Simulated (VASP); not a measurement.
# MnO2 (P4_2/mnm) in VASP: settings compared, part 3 of 3

VASP 6.6.1.

**6. Single point, PBE+D3(BJ)+U, collinear spin, ferrimagnetic start (volume scaled by 1.04)**

Input file INCAR:

```
PREC = Accurate
ENCUT = 520
EDIFF = 1E-7
ISMEAR = 0
SIGMA = 0.05
LREAL = F
LASPH = T
NELM = 150
ALGO = Normal
ISIF = 2
LWAVE = F
LCHARG = F
ISPIN = 2
MAGMOM = 3.12 3.12 -0.13 -0.13 -0.13 -0.13
LORBIT = 11
LMAXMIX = 4
LDAU = T
LDAUTYPE = 2
LDAUL = 2 -1
LDAUU = 3.9 0
LDAUJ = 0 0
LDAUPRINT = 1
GGA = PE
IVDW = 12
NBANDS = 38
```

Input file KPOINTS:

```
regular mesh
0
Gamma
  6 6 8
```

Input file POSCAR:

```
MnO2
1.0
    4.4948267195      0.0000000000      0.0000000000
    0.0000000000      4.4948267195      0.0000000000
    0.0000000000      0.0000000000      2.9641418078
Mn O
2 4
Direct
    0.0000000000      0.0000000000      0.0000000000
    0.5000000000      0.5000000000      0.5000000000
    0.3065422319      0.3065422319      0.0000000000
    0.1934577681      0.8065422319      0.5000000000
    0.6934577681      0.6934577681      0.0000000000
    0.8065422319      0.1934577681      0.5000000000
```

Potentials or basis: VASP PAW PBE potentials, release 64 (Mn_pv, O).

Run with:

```console
cat potpaw_PBE.64/Mn_pv/POTCAR potpaw_PBE.64/O/POTCAR > POTCAR
mpirun -np 1 vasp_std > vasp.out
```

It took 3.7 min on 1 thread of Oxide Virtual Turin-like, shared host; peak memory 0.27 GiB.

The run converged. Its results:

| Item | Value |
| --- | --- |
| Free energy | -43.2639 eV |
| Pressure | -6.0 GPa |
| Largest force | 0.029 eV/Å |
| Net moment | 6.09 μB per cell |
| Site moments | Mn +3.18; O -0.09 μB |
| Valence electrons inside the program's atomic spheres | Mn 11.51; O 5.01 |
| Dispersion energy per atom | -0.150 eV |

Forces in eV/Å, atoms in the order of the input:
```
Mn   0.000  0.000  0.000
Mn   0.000  0.000  0.000
O   -0.020 -0.020  0.000
O    0.020 -0.020  0.000
O    0.020  0.020  0.000
O   -0.020  0.020  0.000
```

Stress tensor (GPa, compression positive):
```
-5.87  0.00  0.00
 0.00 -5.87  0.00
 0.00  0.00 -6.33
```

Levels at points of the mesh, in eV from the Fermi level:
Spin up:
```tsv
k point	band 26	band 27	band 28	band 29	band 30	band 31
(0.00, 0.00, 0.00)	-0.59	-0.36	-0.36	0.13	2.66	2.66
(0.50, 0.00, 0.00)	-1.40	-0.62	-0.62	2.08	2.08	2.51
(0.50, 0.50, 0.00)	-1.21	-0.11	-0.11	1.06	1.06	2.62
(0.00, 0.00, 0.50)	-1.14	-0.32	-0.32	1.10	1.10	1.54
(0.50, 0.00, 0.50)	-1.01	-0.38	-0.38	-0.07	-0.07	3.10
(0.50, 0.50, 0.50)	-0.58	-0.40	-0.40	1.56	1.56	1.80
```
Spin down:
```tsv
k point	band 19	band 20	band 21	band 22	band 23	band 24	band 25	band 26
(0.00, 0.00, 0.00)	-1.21	-0.42	-0.42	0.24	2.12	2.19	2.46	2.46
(0.50, 0.00, 0.00)	-2.19	-2.19	-0.58	-0.58	2.66	2.66	2.99	2.99
(0.50, 0.50, 0.00)	-1.69	-1.69	-1.33	-1.33	2.04	2.04	2.46	2.46
(0.00, 0.00, 0.50)	-2.07	-2.07	-1.57	-1.57	2.93	2.93	3.10	3.10
(0.50, 0.00, 0.50)	-1.94	-1.94	-0.92	-0.92	2.23	2.23	2.79	2.79
(0.50, 0.50, 0.50)	-0.97	-0.97	-0.82	-0.82	2.82	2.82	3.09	3.09
```

Eigenvalues of the final occupation matrices:
```
    site  spin  trace               eigenvalues
site 1 d     1   3.96  0.54 0.54 0.95 0.96 0.97
site 1 d     2   0.83  0.06 0.09 0.10 0.27 0.31
site 2 d     1   3.96  0.54 0.54 0.95 0.96 0.97
site 2 d     2   0.83  0.06 0.09 0.10 0.27 0.31
```

Caveat: pairwise dispersion overbinds metals, which lowers pressure and volume.

**7. Single point, revPBE+D3(BJ)+U, collinear spin, ferrimagnetic start (volume scaled by 1.04)**

Input file INCAR:

```
SYSTEM = MnO2
ALGO = Normal
EDIFF = 1E-6
ENCUT = 520
GGA = RE
ISIF = 2
ISMEAR = 0
ISPIN = 2
IVDW = 12
LASPH = .TRUE.
LCHARG = .TRUE.
LDAU = .TRUE.
LDAUJ = 0 0
LDAUL = 2 -1
LDAUPRINT = 1
LDAUTYPE = 2
LDAUU = 3.9 0
LELF = .TRUE.
LMAXMIX = 4
LORBIT = 11
LREAL = .FALSE.
LVHAR = .TRUE.
LWAVE = .FALSE.
MAGMOM = 3.2 3.2 -0.17 -0.17 -0.17 -0.17
NBANDS = 38
NELM = 150
PREC = Accurate
SIGMA = 0.05
```

Input file KPOINTS:

```
k-points
0
G
  6 6 8
  0 0 0
```

Input file POSCAR:

```
MnO2
1.0
    4.5073084344      0.0000000000      0.0000000000
    0.0000000000      4.5073084344      0.0000000000
    0.0000000000      0.0000000000      2.9797158136
Mn O
2 4
Direct
    0.0000000000      0.0000000000      0.0000000000
    0.5000000000      0.5000000000      0.5000000000
    0.3064830991      0.3064830991      0.0000000000
    0.1935169009      0.8064830991      0.5000000000
    0.6935169009      0.6935169009      0.0000000000
    0.8064830991      0.1935169009      0.5000000000
```

Run with:

```console
cat potpaw_PBE.64/Mn_pv/POTCAR potpaw_PBE.64/O/POTCAR > POTCAR
mpirun -np 1 vasp_std > vasp.out
```

Run time: 3.1 min. Hardware: 1 thread of Oxide Virtual Turin-like, shared host; peak memory 0.28 GiB.

It converged, with:

```
Free energy                                           : -42.0494 eV
Pressure                                              : -5.8 GPa
Largest force                                         : 0.020 eV/Å
Net moment                                            : 6.09 μB per cell
Site moments                                          : Mn +3.24; O -0.12 μB
Valence electrons inside the program's atomic spheres : Mn 11.47; O 5.01
Dispersion energy per atom                            : -0.294 eV
```

Forces on the atoms (eV/Å):
```
Mn   0.000  0.000  0.000
Mn   0.000  0.000  0.000
O   -0.014 -0.014  0.000
O    0.014 -0.014  0.000
O    0.014  0.014  0.000
O   -0.014  0.014  0.000
```

Stress tensor (GPa, compression positive):
```
-5.59  0.00  0.00
 0.00 -5.59  0.00
 0.00  0.00 -6.25
```

Levels at points of the mesh, in eV from the Fermi level:
Spin up:
```
           k point  band 24  band 25  band 26  band 27  band 28  band 29  band 30  band 31  band 32  band 33
(0.00, 0.00, 0.00)    -1.04    -0.86    -0.67    -0.30    -0.30     0.17     2.60     2.60     3.03     7.54
(0.50, 0.00, 0.00)    -1.38    -1.36    -1.36    -0.57    -0.57     2.05     2.05     2.46     2.46     9.97
(0.50, 0.50, 0.00)    -1.73    -1.14    -1.14    -0.09    -0.09     1.00     1.00     2.56     2.56    11.44
(0.00, 0.00, 0.50)    -2.45    -1.09    -1.09    -0.30    -0.30     1.06     1.06     1.47     1.47    12.43
(0.50, 0.00, 0.50)    -2.96    -0.94    -0.94    -0.40    -0.40    -0.11    -0.11     3.06     3.06    12.46
(0.50, 0.50, 0.50)    -2.55    -0.54    -0.54    -0.36    -0.36     1.49     1.49     1.76     1.76    12.10
```
Spin down:
```csv
k point,band 19,band 20,band 21,band 22,band 23,band 24,band 25,band 26
"(0.00, 0.00, 0.00)",-1.22,-0.42,-0.42,0.23,2.28,2.33,2.60,2.60
"(0.50, 0.00, 0.00)",-2.17,-2.17,-0.57,-0.57,2.81,2.81,3.12,3.12
"(0.50, 0.50, 0.00)",-1.62,-1.62,-1.31,-1.31,2.20,2.20,2.61,2.61
"(0.00, 0.00, 0.50)",-2.00,-2.00,-1.53,-1.53,3.05,3.05,3.23,3.23
"(0.50, 0.00, 0.50)",-1.87,-1.87,-0.90,-0.90,2.39,2.39,2.90,2.90
"(0.50, 0.50, 0.50)",-0.95,-0.95,-0.80,-0.80,2.96,2.96,3.22,3.22
```

Eigenvalues of the final occupation matrices:
```tsv
site	spin	trace	eigenvalues
site 1 d	1	3.99	0.55 0.56 0.95 0.96 0.97
site 1 d	2	0.79	0.05 0.09 0.09 0.27 0.30
site 2 d	1	3.99	0.55 0.56 0.95 0.96 0.97
site 2 d	2	0.79	0.05 0.09 0.09 0.27 0.30
```

Caveat: the PAW data sets were made with another functional, which shifts forces and pressure a little; pairwise dispersion overbinds metals, which lowers pressure and volume.

**8. Overview**

```csv
level,cell,gap on the mesh (eV),pressure (GPa),moment (μB),largest force (eV/Å)
PBE+D3(BJ)+U,"a = 4.464, b = 4.464, c = 2.948 Å, 6 atoms",none,-2.8,6.08,0.03
revPBE+D3(BJ)+U,"a = 4.477, b = 4.477, c = 2.962 Å, 6 atoms",none,-2.8,6.09,0.03
PBE+D3(BJ)+U,"a = 4.401, b = 4.401, c = 2.914 Å, 6 atoms",none,5.0,6.03,0.03
revPBE+D3(BJ)+U,"a = 4.415, b = 4.415, c = 2.927 Å, 6 atoms",none,4.5,6.05,0.03
PBE+D3(BJ)+U,"a = 4.495, b = 4.495, c = 2.964 Å, 6 atoms",none,-6.0,6.09,0.03
revPBE+D3(BJ)+U,"a = 4.507, b = 4.507, c = 2.980 Å, 6 atoms",none,-5.8,6.09,0.02
```

Alike in all rows: task single point; potentials or basis VASP PAW PBE potentials, release 64 (Mn_pv, O); spin collinear, ferrimagnetic start; Mn d U = 3.9 eV; k mesh 6 × 6 × 8; cutoff (eV) 520; smearing gaussian 0.05 eV.

Caveats: pairwise dispersion overbinds metals, which lowers pressure and volume; the PAW data sets were made with another functional, which shifts forces and pressure a little (some runs).

Total energies depend on the potentials used, so only differences within one code and one set of settings carry meaning.
